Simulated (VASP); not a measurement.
# KTaO3 (Pm-3m) in VASP: notebook, part 2 of 2

VASP 6.6.1.

## 4. Single point, r2SCAN

This run uses another cell than the first one, of 13.20 Å³/atom, 1.040 times its volume.

POSCAR reads:

```
KTaO3
1.0
    4.0407836503      0.0000000000      0.0000000000
    0.0000000000      4.0407836503      0.0000000000
    0.0000000000      0.0000000000      4.0407836503
Ta K O
1 1 3
Direct
    0.0000000000      0.0000000000      0.0000000000
    0.5000000000      0.5000000000      0.5000000000
    0.0000000000      0.0000000000      0.5000000000
    0.0000000000      0.5000000000      0.0000000000
    0.5000000000      0.0000000000      0.0000000000
```

INCAR.step1 reads:

```
PREC = Accurate ; ENCUT = 520
ISMEAR = -1 ; SIGMA = 0.05
LREAL = False ; LASPH = True
NELM = 60 ; NBANDS = 27
GGA = PE ; ALGO = Normal
EDIFF = 1E-4 ; LWAVE = True
LCHARG = False
```

INCAR.step2 reads:

```
PREC = Accurate ; ENCUT = 520
EDIFF = 1E-6 ; ISMEAR = -1
SIGMA = 0.05 ; LREAL = False
LASPH = True ; NELM = 60
ALGO = Normal ; ISIF = 2
LWAVE = False ; LCHARG = False
METAGGA = R2SCAN ; LMIXTAU = True
NBANDS = 27 ; ISTART = 1
```

KPOINTS reads:

```
regular mesh
0
Gamma
  7 7 7
```

Potentials or basis: VASP PAW PBE potentials, release 64 (Ta_pv, K_sv, O).

The run is started by

```bash
$ cat potpaw_PBE.64/Ta_pv/POTCAR potpaw_PBE.64/K_sv/POTCAR potpaw_PBE.64/O/POTCAR > POTCAR
$ cp INCAR.step1 INCAR
$ mpirun -np 1 vasp_std > vasp.out
$ cp INCAR.step2 INCAR
$ mpirun -np 1 vasp_std > vasp.out
```

OUTCAR:

```text
PREC = Accurate
   ENCUT = 520
   EDIFF = 1E-6
   ISMEAR = -1
   LREAL = False
   LASPH = True
   NELM = 60
   ISIF = 2
   METAGGA = R2SCAN
   ISTART = 1

 ion  position               nearest neighbor table
   1  0.000  0.000  0.000-   3 2.02   4 2.02   5 2.02   3 2.02   4 2.02   5 2.02   2 3.50   2 3.50
                             2 3.50   2 3.50   2 3.50   2 3.50   2 3.50   2 3.50
   2  0.500  0.500  0.500-   3 2.86   4 2.86   5 2.86   4 2.86   5 2.86   3 2.86   5 2.86   5 2.86
                             3 2.86   4 2.86   4 2.86   3 2.86   1 3.50   1 3.50   1 3.50   1 3.50
   3  0.000  0.000  0.500-   1 2.02   1 2.02   2 2.86   2 2.86   2 2.86   2 2.86
   4  0.000  0.500  0.000-   1 2.02   1 2.02   2 2.86   2 2.86   2 2.86   2 2.86
   5  0.500  0.000  0.000-   1 2.02   1 2.02   2 2.86   2 2.86   2 2.86   2 2.86

  LATTYP: Found a simple cubic cell.
 ALAT       =     4.0407836503

  Lattice vectors:

 A1 = (   4.0407836503,   0.0000000000,   0.0000000000)
 A2 = (   0.0000000000,   4.0407836503,   0.0000000000)
 A3 = (   0.0000000000,   0.0000000000,   4.0407836503)

Analysis of symmetry for initial positions (statically):
=====================================================================
 Subroutine PRICEL returns:
 Original cell was already a primitive cell.

 Routine SETGRP: Setting up the symmetry group for a
 simple cubic supercell.

 Subroutine GETGRP returns: Found 48 space group operations
 (whereof 48 operations were pure point group operations)
 out of a pool of 48 trial point group operations.

The static configuration has the point symmetry O_h .

Analysis of symmetry for dynamics (positions and initial velocities):
=====================================================================
 Subroutine PRICEL returns:
 Original cell was already a primitive cell.

 Routine SETGRP: Setting up the symmetry group for a
 simple cubic supercell.

[... 124 lines left out ...]
     AMIX     =   0.40;   BMIX     =  1.00
     AMIX_MAG =   1.60;   BMIX_MAG =  1.00
  volume/ion in A,a.u.               =      13.20        89.05
  Fermi-wavevector in a.u.,A,eV,Ry     =   1.362084  2.573965 25.242504  1.855272
  Thomas-Fermi vector in A             =   2.488604
   LORBIT       =      0    0 simple, 1 ext, 2 COOP (PROOUT), +10 PAW based schemes
   METAGGA = R2SCAN    functional components
   LHFCALC =     F    Hartree Fock is set to
   AEXX    =    0.0000 exact exchange contribution
   IVDW    =     0    specifies the selected vdW correction
   LEPSILON=     F    determine dielectric tensor
   LRPA    =     F    only Hartree local field effects (RPA)
 non-spin polarized calculation
  energy-cutoff  :      520.00
  volume of cell :       65.98
 maximum number of plane-waves:      1800
 NGX is ok and might be reduce to    30
   NGX = 15   NGY = 15   NGZ = 15

 number of electron      37.9999982 magnetization

 Free energy of the ion-electron system (eV)
  ---------------------------------------------------
  ext. energy  EPLUGINS =         0.00000000
  ---------------------------------------------------
  free energy    TOTEN  =       -87.12172958 eV

  energy without entropy =      -87.12172958  energy(sigma->0) =      -87.12172958

 E-fermi :   2.2092     XC(G=0): -11.3374

 val. band max:        1.0996328171   @ k =   0.4286   0.4286   0.4286
 cond. band min:       3.6534258613   @ k =   0.0000   0.0000   0.0000
 fundamental gap:      2.5537930442
 Fermi energy:         2.2091694660

 k-point     1 :       0.0000    0.0000    0.0000
  band No.  band energies     occupation
      1     -34.3149      2.00000
      2     -34.3149      2.00000
      3     -34.3149      2.00000
      4     -27.3270      2.00000
      5     -17.2528      2.00000
      6     -16.5946      2.00000
[... 589 lines left out ...]
     26      11.9435      0.00000
     27      12.9758      0.00000

------------------------ aborting loop because EDIFF is reached ----------------------------------------

  FORCE on cell =-STRESS in cart. coord.  units (eV):
  Direction    XX          YY          ZZ          XY          YZ          ZX
  --------------------------------------------------------------------------------------
  -------------------------------------------------------------------------------------
  Total       -2.6834488     -2.6834488     -2.6834488      0.0000000     -0.0000000      0.0000000
  in kB      -65.1639038    -65.1639038    -65.1639038      0.0000000     -0.0000000      0.0000000
  external PRESSURE =     -65.1639038 kB  Pullay stress =       0.0000000 kB

 VOLUME and BASIS-vectors are now :
 -----------------------------------------------------------------------------
  energy-cutoff  :      520.00
  volume of cell :       65.98
      direct lattice vectors                 reciprocal lattice vectors
     4.040783650  0.000000000  0.000000000     0.247476749  0.000000000  0.000000000
     0.000000000  4.040783650  0.000000000     0.000000000  0.247476749  0.000000000
     0.000000000  0.000000000  4.040783650     0.000000000  0.000000000  0.247476749

 POSITION                                       TOTAL-FORCE (eV/Angst)
 -----------------------------------------------------------------------------------
      0.00000      0.00000      0.00000         0.000000      0.000000      0.000000
      2.02039      2.02039      2.02039         0.000000      0.000000      0.000000
      0.00000      0.00000      2.02039         0.000000      0.000000      0.000000
      0.00000      2.02039      0.00000         0.000000      0.000000      0.000000
      2.02039      0.00000      0.00000         0.000000      0.000000      0.000000
 -----------------------------------------------------------------------------------
    total drift:                                0.000000     -0.000000      0.000000

  FREE ENERGIE OF THE ION-ELECTRON SYSTEM (eV)
  ---------------------------------------------------
  free  energy   TOTEN  =       -87.1217295758 eV

  energy  without entropy=      -87.1217295757  energy(sigma->0) =      -87.12172958
```

OUTCAR.step1:

```text
PREC = Accurate
   ENCUT = 520
   ISMEAR = -1
   LREAL = False
   LASPH = True
   NELM = 60
[... 826 lines left out ...]
      0.00000      0.00000      2.02039         0.000000      0.000000      0.000000
      0.00000      2.02039      0.00000         0.000000      0.000000      0.000000
      2.02039      0.00000      0.00000         0.000000      0.000000      0.000000
 -----------------------------------------------------------------------------------
    total drift:                                0.000000     -0.000000      0.000000

  FREE ENERGIE OF THE ION-ELECTRON SYSTEM (eV)
  ---------------------------------------------------
  free  energy   TOTEN  =       -41.0654480400 eV

  energy  without entropy=      -41.0654480399  energy(sigma->0) =      -41.06544804
```

Run time: 98 s. Hardware: 1 thread of AMD EPYC 9R14 (Zen 4), shared host; peak memory 0.15 GiB.

Results:

* Free energy: -87.1217 eV
* Pressure: -6.5 GPa
* Band gap on the k mesh: 2.55 eV, indirect (least direct gap 3.16 eV)

Caveat: the PAW data sets were made with another functional, which shifts forces and pressure a little; spin-orbit coupling is left out, which moves the levels of the heavy elements. r2SCAN opens gaps a little over a GGA but as a rule still falls short of measured ones.

## 5. Single point, r2SCAN

This run uses another cell than the first one, of 13.45 Å³/atom, 1.060 times its volume.

POSCAR: that of step 4 with these lines changed.

```diff
@@ -2,5 +2,5 @@
 1.0
-    4.0407836503      0.0000000000      0.0000000000
-    0.0000000000      4.0407836503      0.0000000000
-    0.0000000000      0.0000000000      4.0407836503
+    4.0665218197      0.0000000000      0.0000000000
+    0.0000000000      4.0665218197      0.0000000000
+    0.0000000000      0.0000000000      4.0665218197
 Ta K O
```

INCAR.step1 reads:

```
  ALGO = Normal
  EDIFF = 1E-4
  ENCUT = 520
  GGA = PE
  ISMEAR = -1
  LASPH = T
  LCHARG = F
  LREAL = F
  LWAVE = T
  NBANDS = 27
  NELM = 80
  PREC = Accurate
  SIGMA = 0.05
```

INCAR.step2 reads:

```
  ALGO = Normal
  EDIFF = 1E-6
  ENCUT = 520
  ISIF = 2
  ISMEAR = -1
  ISTART = 1
  LASPH = T
  LCHARG = F
  LMIXTAU = T
  LREAL = F
  LWAVE = F
  METAGGA = R2SCAN
  NBANDS = 27
  NELM = 80
  PREC = Accurate
  SIGMA = 0.05
```

KPOINTS reads:

```
k-points
0
Gamma
  7 7 7
```

Potentials or basis: VASP PAW PBE potentials, release 64 (Ta_pv, K_sv, O).

The run is started by

```bash
$ cat potpaw_PBE.64/Ta_pv/POTCAR potpaw_PBE.64/K_sv/POTCAR potpaw_PBE.64/O/POTCAR > POTCAR
$ cp INCAR.step1 INCAR
$ mpirun -np 1 vasp_std > vasp.out
$ cp INCAR.step2 INCAR
$ mpirun -np 1 vasp_std > vasp.out
```

OUTCAR:

```text
EDIFF = 1E-6
   ENCUT = 520
   ISIF = 2
   ISMEAR = -1
   ISTART = 1
   LASPH = T
   LREAL = F
   METAGGA = R2SCAN
   NELM = 80
   PREC = Accurate

 ion  position               nearest neighbor table
   1  0.000  0.000  0.000-   3 2.03   4 2.03   5 2.03   3 2.03   4 2.03   5 2.03   2 3.52   2 3.52
                             2 3.52   2 3.52   2 3.52   2 3.52   2 3.52   2 3.52
   2  0.500  0.500  0.500-   3 2.88   4 2.88   5 2.88   4 2.88   5 2.88   3 2.88   5 2.88   5 2.88
                             3 2.88   4 2.88   4 2.88   3 2.88   1 3.52   1 3.52   1 3.52   1 3.52
[... 800 lines left out ...]
  -------------------------------------------------------------------------------------
  Total       -4.1122794     -4.1122794     -4.1122794      0.0000000      0.0000000      0.0000000
  in kB      -97.9769400    -97.9769400    -97.9769400      0.0000000      0.0000000      0.0000000
  external PRESSURE =     -97.9769400 kB  Pullay stress =       0.0000000 kB

 VOLUME and BASIS-vectors are now :
 -----------------------------------------------------------------------------
  energy-cutoff  :      520.00
  volume of cell :       67.25
      direct lattice vectors                 reciprocal lattice vectors
     4.066521820  0.000000000  0.000000000     0.245910398  0.000000000  0.000000000
     0.000000000  4.066521820  0.000000000     0.000000000  0.245910398  0.000000000
     0.000000000  0.000000000  4.066521820     0.000000000  0.000000000  0.245910398

 POSITION                                       TOTAL-FORCE (eV/Angst)
 -----------------------------------------------------------------------------------
      0.00000      0.00000      0.00000         0.000000      0.000000      0.000000
      2.03326      2.03326      2.03326         0.000000      0.000000      0.000000
      0.00000      0.00000      2.03326         0.000000      0.000000      0.000000
      0.00000      2.03326      0.00000         0.000000      0.000000      0.000000
      2.03326      0.00000      0.00000         0.000000      0.000000      0.000000
 -----------------------------------------------------------------------------------
    total drift:                                0.000000     -0.000000      0.000000

  FREE ENERGIE OF THE ION-ELECTRON SYSTEM (eV)
  ---------------------------------------------------
  free  energy   TOTEN  =       -87.0584733741 eV

  energy  without entropy=      -87.0584733740  energy(sigma->0) =      -87.05847337
```

OSZICAR.step1:

```text
N       E                     dE             d eps       ncg     rms          rms(c)
DAV:   1     0.311550446232E+03    0.31155E+03   -0.20516E+04  1080   0.140E+03
DAV:   2    -0.307645639738E+02   -0.34232E+03   -0.33122E+03  1287   0.400E+02
DAV:   3    -0.491882673189E+02   -0.18424E+02   -0.18341E+02  1562   0.895E+01
DAV:   4    -0.498470074269E+02   -0.65874E+00   -0.65767E+00  1720   0.105E+01
DAV:   5    -0.498513819947E+02   -0.43746E-02   -0.43741E-02  1435   0.859E-01    0.305E+01
DAV:   6    -0.413477139416E+02    0.85037E+01   -0.36221E+01  1283   0.389E+01    0.115E+01
DAV:   7    -0.411195261112E+02    0.22819E+00   -0.20567E+00  1384   0.888E+00    0.838E+00
DAV:   8    -0.410785454967E+02    0.40981E-01   -0.54717E-01  1274   0.608E+00    0.341E+00
DAV:   9    -0.410434727886E+02    0.35073E-01   -0.54113E-02  1291   0.185E+00    0.653E-01
DAV:  10    -0.410404448057E+02    0.30280E-02   -0.21038E-02  1422   0.886E-01    0.192E-01
DAV:  11    -0.410402024369E+02    0.24237E-03   -0.21383E-03  1401   0.297E-01    0.389E-02
DAV:  12    -0.410402074606E+02   -0.50237E-05   -0.11020E-04   916   0.865E-02
   1 F= -.41040207E+02 E0= -.41040207E+02  d E =-.212090E-09
```

Wall time 93 s (1 thread of AMD EPYC 9R14 (Zen 4), shared host); peak memory 0.16 GiB.

Results:

| Item | Value |
| --- | --- |
| Free energy | -87.0585 eV |
| Pressure | -9.8 GPa |
| Band gap on the k mesh | 2.50 eV, indirect (least direct gap 3.11 eV) |

Caveat: the PAW data sets were made with another functional, which shifts forces and pressure a little; spin-orbit coupling is left out, which moves the levels of the heavy elements. A k mesh can miss the band edges.

## 6. The runs side by side

```csv
cell,gap on the mesh (eV),pressure (GPa)
"a = 3.988 Å, 5 atoms",2.66,1.2
"a = 4.015 Å, 5 atoms",2.61,-2.9
"a = 4.041 Å, 5 atoms",2.55,-6.5
"a = 4.067 Å, 5 atoms",2.50,-9.8
```

Alike in all rows: task single point; level r2SCAN; potentials or basis VASP PAW PBE potentials, release 64 (Ta_pv, K_sv, O); no spin polarisation; k mesh 7 × 7 × 7; cutoff (eV) 520; smearing fermi-dirac 0.05 eV.

Caveats: the PAW data sets were made with another functional, which shifts forces and pressure a little; spin-orbit coupling is left out, which moves the levels of the heavy elements.

Absolute energies hang on the potentials; compare differences alone.
